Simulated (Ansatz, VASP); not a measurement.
Two plane-wave programs on Si7C8

```xyz
15
Lattice="8.7200 0.0000 0.0000 0.0000 4.3600 0.0000 0.0000 0.0000 4.3600" Properties=species:S:1:pos:R:3 pbc="T T T"
Si    0.0164    0.0028    0.0302
Si    8.6923    2.1461    2.2289
Si    2.2202    0.0312    2.1595
Si    2.1720    2.1827    0.0098
Si    4.3462    0.0097    0.0190
Si    6.5359    4.3547    2.1890
Si    6.5799    2.2068    0.0784
C     1.1117    1.0729    1.0913
C     1.0798    3.2934    3.2880
C     3.2579    1.0571    3.2956
C     3.2698    3.3183    1.0833
C     5.4528    1.0942    1.0641
C     5.4400    3.2902    3.2831
C     7.6605    1.0857    3.2432
C     7.5560    3.2030    1.0507
```

Alike in both runs: task single point; functional PBE; k mesh 1 × 1 × 1; no spin polarisation.

```csv
,VASP,Ansatz
version,VASP 6.6.1,Ansatz development build ahead of 0.2.0
potentials or method,"VASP PAW PBE potentials, release 64 (Si, C)","norm-conserving potentials, plane waves, scalar-relativistic"
plane-wave cutoff (eV),600,1116
occupations,"gaussian, width 0.01 eV",fixed
```

|  | VASP | Ansatz | Ansatz less VASP |
| --- | --- | --- | --- |
| gap on the k mesh at the Fermi level (eV) | 0.17 | 0.17 | -0.002 |
| least direct gap on the mesh (eV) | 0.17 | 0.17 | -0.002 |

The k mesh is coarse, so the values compare programs but aren't converged.
